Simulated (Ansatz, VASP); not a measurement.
Ge: VASP beside Ansatz

```
CELL_PARAMETERS angstrom
4.27760 0.00000 0.00000
0.00000 4.27760 0.00000
0.00000 0.00000 4.41608
ATOMIC_POSITIONS crystal
Ge 0.00000 0.00000 0.50000
Ge 0.50000 0.50000 0.50000
Ge 0.00000 0.50000 0.89335
Ge 0.50000 0.00000 0.10665
```

Alike in both runs: functional PBE; k mesh 12 × 12 × 10; occupations gaussian, width 0.1 eV; no spin polarisation.

Ansatz relaxed the structure, and its values are those at the end. VASP's run is a single point on that final structure, the one shown.

|  | VASP | Ansatz |
| --- | --- | --- |
| version | VASP 6.6.1 | Ansatz 0.2.0 |
| potentials or method | VASP PAW PBE potentials, release 64 (Ge_d), cutoff 520 eV | scalar-relativistic, plane waves, PAW |
| valence electrons in the cell | 56 | 56 |

VASP gave:

| Item | Value |
| --- | --- |
| gap on the k mesh at the Fermi level (eV) | none |
| pressure (GPa) | 0.1 |

Task: What did Ansatz give for the same quantities?

Result: gap on the k mesh at the Fermi level (eV): none; pressure (GPa): 0.0.

A gap of «none» marks a metal or a gap that the smearing closes.
